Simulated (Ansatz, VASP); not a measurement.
# One calculation of F, two programs

```
F
1.0
    -1.36081    1.36081    1.36081
     1.36081   -1.36081    1.36081
     1.36081    1.36081   -1.36081
F
1
Direct
  0.00000 0.00000 0.00000
```

Alike in both runs: task single point; functional PBE; k mesh 18 × 18 × 18; occupations fermi-dirac, width 0.15 eV; no spin polarisation.

|  | VASP | Ansatz |
| --- | --- | --- |
| version | VASP 6.6.1 | Ansatz 0.2.0 |
| potentials or method | VASP PAW PBE potentials, release 64 (F), cutoff 520 eV | all-electron LAPW, scalar-relativistic |

VASP gave:

```
pressure (GPa) : 0.8
```

**Question.** Which values does Ansatz return?

**Answer.** Pressure (GPa): 1.3.

Ansatz ran all-electron here, and VASP with PAW potentials.
